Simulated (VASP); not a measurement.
# ZnSe (I-4m2) in VASP: further runs

The runs below take ZnSe through single point, with PBEsol.

All numbers are computed with VASP 6.6.1; they aren't measurements. Logs are shortened: lines on timing, memory, paths and dates and some standing lists are left out, and cuts for length are marked.

### Step 1. The cell of the first run

The structure is tetragonal, space group I-4m2 (No. 119). Conventional cell: a = 4.143 Å, b = 4.143 Å, c = 5.354 Å, α = 90.00°, β = 90.00°, γ = 90.00°. Zn (site symmetry -4m2) has 4 Se at 2.47 Å within 3.3 Å. Within 3.3 Å of Se (site symmetry -4m2) lie 4 Zn at 2.47 Å.

### Step 2. Single point, PBEsol

INCAR reads:

```
SYSTEM = ZnSe
PREC = Accurate ; ENCUT = 520
EDIFF = 1E-6 ; ISMEAR = 0
SIGMA = 0.02 ; LREAL = .False.
LASPH = .True. ; NELM = 80
ALGO = Normal ; ISIF = 2
LWAVE = .False. ; LCHARG = .False.
GGA = PS ; NBANDS = 26
```

KPOINTS reads:

```
Automatic mesh
0
Gamma
  8 8 6
  0 0 0
```

POSCAR reads:

```
ZnSe
1.0
    2.9292886163      2.9292886163      0.0000000000
   -2.9292886163      2.9292886163      0.0000000000
    0.0000000000      0.0000000000      5.3539731402
Zn Se
2 2
Direct
    0.0000000000      0.0000000000      0.0000000000
    0.5000000000      0.5000000000      0.5000000000
    0.5000000000      0.0000000000      0.2500000000
    0.0000000000      0.5000000000      0.7500000000
```

Potentials or basis: VASP PAW PBE potentials, release 64 (Zn, Se).

Launch:

```console
$ cat potpaw_PBE.64/Zn/POTCAR potpaw_PBE.64/Se/POTCAR > POTCAR
$ mpirun -np 1 vasp_std > vasp.out
```

OUTCAR:

```text
SYSTEM = ZnSe
   PREC = Accurate
   ENCUT = 520
   EDIFF = 1E-6
   ISMEAR = 0
   LREAL = .False.
   LASPH = .True.
   NELM = 80
   ISIF = 2
   GGA = PS

 ion  position               nearest neighbor table
   1  0.000  0.000  0.000-   3 2.47   4 2.47   4 2.47   3 2.47
   2  0.500  0.500  0.500-   3 2.47   4 2.47   3 2.47   4 2.47
   3  0.500  0.000  0.250-   1 2.47   2 2.47   2 2.47   1 2.47
   4  0.000  0.500  0.750-   1 2.47   2 2.47   1 2.47   2 2.47

  LATTYP: Found a simple tetragonal cell.
 ALAT       =     4.1426396893
 C/A-ratio  =     1.2924061810

  Lattice vectors:

 A1 = (   2.9292886163,   2.9292886163,   0.0000000000)
 A2 = (  -2.9292886163,   2.9292886163,   0.0000000000)
 A3 = (   0.0000000000,   0.0000000000,   5.3539731402)

Analysis of symmetry for initial positions (statically):
=====================================================================
 Subroutine PRICEL returns following result:

  LATTYP: Found a body centered tetragonal cell.
 ALAT       =     4.1426396893
 C/A-ratio  =     1.2924061810

  Lattice vectors:

 A1 = (   0.0000000000,  -2.9292886163,  -2.6769865701)
 A2 = (   0.0000000000,   2.9292886163,  -2.6769865701)
 A3 = (   2.9292886163,   0.0000000000,   2.6769865701)

   2 primitive cells build up your supercell.

 Routine SETGRP: Setting up the symmetry group for a
 simple tetragonal supercell.

 Subroutine GETGRP returns: Found  8 space group operations
 (whereof  8 operations were pure point group operations)
 out of a pool of 16 trial point group operations.

The static configuration has the point symmetry D_2d.

Analysis of symmetry for dynamics (positions and initial velocities):
=====================================================================
 Subroutine PRICEL returns following result:

  LATTYP: Found a body centered tetragonal cell.
 ALAT       =     4.1426396893
 C/A-ratio  =     1.2924061810

  Lattice vectors:

 A1 = (   0.0000000000,  -2.9292886163,  -2.6769865701)
 A2 = (   0.0000000000,   2.9292886163,  -2.6769865701)
 A3 = (   2.9292886163,   0.0000000000,   2.6769865701)

   2 primitive cells build up your supercell.

 Routine SETGRP: Setting up the symmetry group for a
 simple tetragonal supercell.

 Subroutine GETGRP returns: Found  8 space group operations
 (whereof  8 operations were pure point group operations)
 out of a pool of 16 trial point group operations.

The dynamic configuration has the point symmetry D_2d.

 Subroutine INISYM returns: Found  8 space group operations
 (whereof  8 operations are pure point group operations),
 and found     2 'primitive' translations

----------------------------------------------------------------------------------------

                                     Primitive cell

  volume of cell :      45.9410

  direct lattice vectors                    reciprocal lattice vectors
     0.000000000 -2.929288616 -2.676986570     0.170689906 -0.170689906 -0.186777179
     0.000000000  2.929288616 -2.676986570     0.170689906  0.170689906 -0.186777179
     2.929288616  0.000000000  2.676986570     0.341379813  0.000000000  0.000000000

  length of vectors
     3.968247585  3.968247585  3.968247585     0.305214356  0.305214356  0.341379813

  position of ions in fractional coordinates (direct lattice)
     0.000000000  0.000000000  0.000000000
     0.750000000  0.250000000  0.500000000

  ion indices of the primitive-cell ions
   primitive index   ion index
                 1           1
                 2           3

----------------------------------------------------------------------------------------

 KPOINTS: Automatic mesh

Automatic generation of k-mesh.
 Grid dimensions read from file:
 generate k-points for:    8    8    6

 Generating k-lattice:

  Cartesian coordinates                     Fractional coordinates (reciprocal lattice)
     0.021336238  0.021336238  0.000000000     0.125000000  0.000000000  0.000000000
    -0.021336238  0.021336238  0.000000000     0.000000000  0.125000000  0.000000000
     0.000000000  0.000000000  0.031129530     0.000000000  0.000000000  0.166666667

  Length of vectors
     0.030173998  0.030173998  0.031129530

  Shift w.r.t. Gamma in fractional coordinates (k-lattice)
     0.000000000  0.000000000  0.000000000

 Subroutine IBZKPT returns following result:
 ===========================================

 Found     60 irreducible k-points:

 Following reciprocal coordinates:
            Coordinates               Weight
  0.000000  0.000000  0.000000      1.000000
  0.125000  0.000000  0.000000      4.000000
  0.250000  0.000000  0.000000      4.000000
  0.375000  0.000000  0.000000      4.000000
  0.500000  0.000000  0.000000      2.000000
  0.125000  0.125000  0.000000      4.000000
[... 16 lines left out ...]
  0.375000  0.125000  0.166667     16.000000
  0.500000  0.125000  0.166667      8.000000
 [... further k-points ...]
   k-points           NKPTS =     60   k-points in BZ     NKDIM =     60   number of bands    NBANDS=     26
   number of dos      NEDOS =    301   number of ions     NIONS =      4
   total plane-waves  NPLWV =  40960
   dimension x,y,z NGX =    32 NGY =   32 NGZ =   40
   dimension x,y,z NGXF=    64 NGYF=   64 NGZF=   80
   ions per type =               2   2
   NGX,Y,Z   is equivalent  to a cutoff of  12.84, 12.84, 12.42 a.u.
   NGXF,Y,Z  is equivalent  to a cutoff of  25.68, 25.68, 24.84 a.u.
 SYSTEM =  ZnSe
   PREC   = accura    normal or accurate (medium, high low for compatibility)
   ISTART =      0    job   : 0-new  1-cont  2-samecut
   ICHARG =      2    charge: 1-file 2-atom 10-const
   ISPIN  =      1    spin polarized calculation?
   LNONCOLLINEAR =      F non collinear calculations
   LSORBIT =      F    spin-orbit coupling
   LASPH  =      T    aspherical Exc in radial PAW
   ENCUT  =  520.0 eV  38.22 Ry    6.18 a.u.   7.70  7.70  9.95*2*pi/ulx,y,z
   NELM   =     80;   NELMIN=  2; NELMDL= -5     # of ELM steps
   EDIFF  = 0.1E-05   stopping-criterion for ELM
   LREAL  =      F    real-space projection
   EDIFFG = 0.1E-04   stopping-criterion for IOM
   NSW    =      0    number of steps for IOM
   IBRION =     -1    ionic relax: 0-MD 1-quasi-New 2-CG
   NFREE  =      0    steps in history (QN), initial steepest desc. (CG)
   ISIF   =      2    stress and relaxation
   ISYM   =      2    0-nonsym 1-usesym 2-fastsym
   POTIM  = 0.5000    time-step for ionic-motion
   TEBEG  =    0.0;   TEEND  =   0.0 temperature during run
   PSTRESS=    0.0 pullay stress
   NELECT =      36.0000    total number of electrons
   NUPDOWN=      -1.0000    fix difference up-down
   EMIN   =  10.00;   EMAX   =-10.00  energy-range for DOS
   EFERMI =   0.00;   METHOD = LEGACY
   ISMEAR =     0;   SIGMA  =   0.02  broadening in eV -4-tet -1-fermi 0-gaus
   EFERMI_NEDOS =   21; number of points for ismear=-14 and -15
   IALGO  =     38    algorithm
   IMIX   =      4    mixing-type and parameters
     AMIX     =   0.40;   BMIX     =  1.00
     AMIX_MAG =   1.60;   BMIX_MAG =  1.00
  volume/ion in A,a.u.               =      22.97       155.01
  Fermi-wavevector in a.u.,A,eV,Ry     =   1.197932  2.263763 19.524919  1.435041
  Thomas-Fermi vector in A             =   2.333834
   LORBIT       =      0    0 simple, 1 ext, 2 COOP (PROOUT), +10 PAW based schemes
   GGA     = PS    functional components
   LHFCALC =     F    Hartree Fock is set to
   AEXX    =    0.0000 exact exchange contribution
   IVDW    =     0    specifies the selected vdW correction
   LEPSILON=     F    determine dielectric tensor
   LRPA    =     F    only Hartree local field effects (RPA)
 non-spin polarized calculation
 Gauss-broadening in eV      SIGMA  =   0.02
  energy-cutoff  :      520.00
  volume of cell :       91.88
 maximum number of plane-waves:      2508
 NGX is ok and might be reduce to    32
   NGX = 15   NGY = 15   NGZ = 19

 number of electron      35.9999987 magnetization

 Free energy of the ion-electron system (eV)
  ---------------------------------------------------
  ext. energy  EPLUGINS =         0.00000000
  ---------------------------------------------------
  free energy    TOTEN  =       -13.48799650 eV

  energy without entropy =      -13.48799650  energy(sigma->0) =      -13.48799650

 E-fermi :   1.6903     XC(G=0):  -9.4913

 val. band max:        1.5815543679   @ k =   0.0000   0.0000   0.0000
 cond. band min:       2.5081315514   @ k =   0.0000   0.0000   0.0000
 fundamental gap:      0.9265771836
 Fermi energy:         1.6903008627

 k-point     1 :       0.0000    0.0000    0.0000
  band No.  band energies     occupation
      1     -11.8043      2.00000
      2     -10.6716      2.00000
      3      -5.1176      2.00000
      4      -5.1176      2.00000
      5      -5.0867      2.00000
      6      -5.0830      2.00000
[... 18 lines left out ...]
     25      11.1178      0.00000
     26      12.0329      0.00000

 k-point     2 :       0.1250    0.0000    0.0000
  band No.  band energies     occupation
      1     -11.7400      2.00000
      2     -10.6819      2.00000
      3      -5.1148      2.00000
      4      -5.1095      2.00000
      5      -5.0684      2.00000
      6      -5.0624      2.00000
[... 18 lines left out ...]
     25      11.3126      0.00000
     26      11.4170      0.00000

 k-point     3 :       0.2500    0.0000    0.0000
  band No.  band energies     occupation
      1     -11.5611      2.00000
      2     -10.7286      2.00000
      3      -5.0904      2.00000
      4      -5.0866      2.00000
      5      -5.0361      2.00000
      6      -5.0201      2.00000
[... 18 lines left out ...]
     25      10.4092      0.00000
     26      10.5142      0.00000

 k-point     4 :       0.3750    0.0000    0.0000
  band No.  band energies     occupation
      1     -11.3093      2.00000
      2     -10.8454      2.00000
      3      -5.0525      2.00000
      4      -5.0183      2.00000
      5      -4.9992      2.00000
      6      -4.9980      2.00000
[... 18 lines left out ...]
     25       9.4348      0.00000
     26       9.5423      0.00000

 k-point     5 :       0.5000    0.0000    0.0000
  band No.  band energies     occupation
      1     -11.0490      2.00000
      2     -11.0490      2.00000
      3      -5.0106      2.00000
      4      -5.0106      2.00000
      5      -4.9958      2.00000
      6      -4.9958      2.00000
[... 18 lines left out ...]
     25       8.5995      0.00000
     26       8.5995      0.00000

 k-point     6 :       0.1250    0.1250    0.0000
  band No.  band energies     occupation
      1     -11.6773      2.00000
      2     -10.6887      2.00000
      3      -5.1248      2.00000
      4      -5.0910      2.00000
      5      -5.0513      2.00000
      6      -5.0399      2.00000
[... 427 lines left out ...]
 k-point    21 :       0.1250    0.1250    0.1667
  band No.  band energies     occupation
      1     -11.6168      2.00000
      2     -10.7608      2.00000
      3      -5.1123      2.00000
      4      -5.0867      2.00000
      5      -5.0499      2.00000
      6      -5.0389      2.00000
[... 18 lines left out ...]
     25       9.2820      0.00000
     26      10.7788      0.00000

 k-point    22 :       0.2500    0.1250    0.1667
  band No.  band energies     occupation
      1     -11.4527      2.00000
      2     -10.7777      2.00000
      3      -5.1009      2.00000
      4      -5.0574      2.00000
      5      -5.0097      2.00000
      6      -5.0000      2.00000
[... 18 lines left out ...]
     25       8.5911      0.00000
     26      10.4768      0.00000

 k-point    23 :       0.3750    0.1250    0.1667
  band No.  band energies     occupation
      1     -11.2279      2.00000
      2     -10.8508      2.00000
      3      -5.0667      2.00000
      4      -5.0046      2.00000
      5      -4.9985      2.00000
      6      -4.9704      2.00000
[... 18 lines left out ...]
     25       8.9466      0.00000
     26      10.3080      0.00000

 k-point    24 :       0.5000    0.1250    0.1667
  band No.  band energies     occupation
      1     -11.0072      2.00000
      2     -11.0072      2.00000
      3      -5.0297      2.00000
      4      -5.0297      2.00000
      5      -4.9768      2.00000
      6      -4.9768      2.00000
[... 18 lines left out ...]
     25       9.5453      0.00000
     26       9.5453      0.00000

 [... further k-points ...]
[... 5 lines left out ...]
  --------------------------------------------------------------------------------------
  -------------------------------------------------------------------------------------
  Total       -1.4309288     -1.4309288      0.1506120      0.0000000     -0.0000000      0.0000000
  in kB      -24.9515826    -24.9515826      2.6262712      0.0000000     -0.0000000      0.0000000
  external PRESSURE =     -15.7589647 kB  Pullay stress =       0.0000000 kB

 VOLUME and BASIS-vectors are now :
 -----------------------------------------------------------------------------
  energy-cutoff  :      520.00
  volume of cell :       91.88
      direct lattice vectors                 reciprocal lattice vectors
     2.929288616  2.929288616  0.000000000     0.170689906  0.170689906  0.000000000
    -2.929288616  2.929288616  0.000000000    -0.170689906  0.170689906  0.000000000
     0.000000000  0.000000000  5.353973140     0.000000000  0.000000000  0.186777179

 POSITION                                       TOTAL-FORCE (eV/Angst)
 -----------------------------------------------------------------------------------
      0.00000      0.00000      0.00000         0.000000      0.000000      0.000000
      0.00000      2.92929      2.67699        -0.000000     -0.000000      0.000000
      1.46464      1.46464      1.33849        -0.000000      0.000000      0.000000
     -1.46464      1.46464      4.01548        -0.000000     -0.000000     -0.000000
 -----------------------------------------------------------------------------------
    total drift:                               -0.000000      0.000000     -0.000000

  FREE ENERGIE OF THE ION-ELECTRON SYSTEM (eV)
  ---------------------------------------------------
  free  energy   TOTEN  =       -13.4879965034 eV

  energy  without entropy=      -13.4879965034  energy(sigma->0) =      -13.48799650
```

It took 2.5 min on 1 thread of AMD EPYC 7R43 (Zen 3), shared host; peak memory 0.23 GiB.

Results:

```yaml
Free_energy: -13.4880 eV
Pressure: -1.6 GPa
Band_gap_on_the_k_mesh: 0.93 eV
```

Caveat: the PAW data sets were made with another functional, which shifts forces and pressure a little.

### Step 3. Single point, PBEsol (biaxial strain in the a-b plane: +6.0 %, then relaxed in part)

INCAR reads:

```
SYSTEM = ZnSe
ALGO = Normal
EDIFF = 1E-7
ENCUT = 520
GGA = PS
ISIF = 2
ISMEAR = 0
LASPH = .TRUE.
LCHARG = .FALSE.
LREAL = .FALSE.
LWAVE = .FALSE.
NBANDS = 26
NELM = 100
PREC = Accurate
SIGMA = 0.02
```

KPOINTS reads:

```
k-points
0
G
  8 8 6
  0 0 0
```

POSCAR reads:

```
ZnSe
1.0
    2.9856210897      2.9856210897      0.0000000000
   -2.9856210897      2.9856210897      0.0000000000
    0.0000000000      0.0000000000      5.2071356861
Zn Se
2 2
Direct
    0.0000000000      0.0000000000      0.0000000000
    0.5000000000      0.5000000000      0.5000000000
    0.5000000000      0.0000000000      0.2500000000
    0.0000000000      0.5000000000      0.7500000000
```

Potentials or basis: VASP PAW PBE potentials, release 64 (Zn, Se).

Launch:

```console
$ cat potpaw_PBE.64/Zn/POTCAR potpaw_PBE.64/Se/POTCAR > POTCAR
$ mpirun -np 1 vasp_std > vasp.out
```

Run time: 2.7 min. Hardware: 1 thread of AMD EPYC 7R43 (Zen 3), shared host; peak memory 0.23 GiB.

Results (log left out):

* Free energy: -13.4161 eV
* Pressure: -2.4 GPa
* Band gap on the k mesh: 0.79 eV

Stress tensor (GPa, compression positive):
```
-3.68  0.00  0.00
 0.00 -3.68  0.00
 0.00  0.00  0.21
```

Levels at points of the mesh, in eV from the valence-band top:
| k point | band 14 | band 15 | band 16 | band 17 | band 18 | band 19 | band 20 | band 21 | band 22 | band 23 |
| --- | --- | --- | --- | --- | --- | --- | --- | --- | --- | --- |
| (0.00, 0.00, 0.00) | -2.80 | -2.80 | -0.38 | -0.38 | 0.00 | 0.79 | 2.30 | 2.36 | 5.58 | 5.65 |
| (0.50, 0.00, 0.00) | -4.21 | -2.33 | -2.33 | -1.51 | -1.51 | 3.39 | 3.39 | 5.85 | 5.85 | 6.95 |
| (0.50, 0.50, 0.00) | -5.14 | -2.18 | -2.18 | -1.95 | -1.95 | 2.87 | 2.87 | 3.62 | 3.62 | 9.62 |
| (0.00, 0.00, 0.50) | -2.85 | -1.74 | -1.74 | -1.74 | -1.74 | 2.99 | 2.99 | 3.94 | 3.94 | 7.51 |
| (0.50, 0.00, 0.50) | -5.33 | -1.42 | -1.42 | -0.74 | -0.74 | 2.00 | 2.00 | 5.59 | 5.59 | 6.85 |
| (0.50, 0.50, 0.50) | -4.99 | -2.88 | -2.88 | -2.86 | -2.86 | 5.71 | 5.71 | 5.80 | 5.80 | 7.77 |

Caveat: the cell differs from its parent crystal (biaxial strain in the a-b plane: +6.0 %, then relaxed in part); the PAW data sets were made with another functional, which shifts forces and pressure a little.
